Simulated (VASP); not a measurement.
Here is a VASP 6.6.1 calculation.

File INCAR:

```
SYSTEM = Zr3O
ALGO     = Normal         ! electronic algorithm
EDIFF    = 1E-6           ! SCF threshold, eV
ENCUT    = 520            ! plane-wave cutoff, eV
GGA      = PS             ! functional
ISIF     = 2              ! what is computed and relaxed
ISMEAR   = 0              ! smearing method
LASPH    = .TRUE.         ! aspherical terms in the spheres
LCHARG   = .FALSE.        ! write CHGCAR
LREAL    = .FALSE.        ! projectors in reciprocal space
LWAVE    = .FALSE.        ! write WAVECAR
NBANDS   = 52             ! bands
NELM     = 60             ! most SCF steps
PREC     = Accurate       ! precision mode
SIGMA    = 0.15           ! smearing width, eV
```

KPOINTS

```
k-points
0
G
  9 9 8
  0 0 0
```

The input POSCAR:

```
Zr3O
1.0
    5.3613299101      0.0000000000      0.0000000000
   -2.6806649551      4.6430479003      0.0000000000
    0.0000000000      0.0000000000      5.5934754953
Zr O
6 2
Direct
    0.3260414843      0.0000000000      0.0000000000
    0.3260414843      0.3260414843      0.5000000000
    0.0000000000      0.3260414843      0.0000000000
    0.6739585157      0.0000000000      0.5000000000
    0.6739585157      0.6739585157      0.0000000000
    0.0000000000      0.6739585157      0.5000000000
    0.3333333333      0.6666666667      0.2500000000
    0.6666666667      0.3333333333      0.7500000000
```

Potentials or basis: VASP PAW PBE potentials, release 64 (Zr_sv, O).

Command:

```bash
$ cat potpaw_PBE.64/Zr_sv/POTCAR potpaw_PBE.64/O/POTCAR > POTCAR
$ mpirun -np 1 vasp_std > vasp.out
```

(1) Predict the pressure.

(2) Predict the largest force.

Answers

(1) -0.8 GPa.

(2) 1.122 eV/Å.

Caveat: the stress differs along the axes, from -10 to 3 GPa; the PAW data sets were made with another functional, which shifts forces and pressure a little.
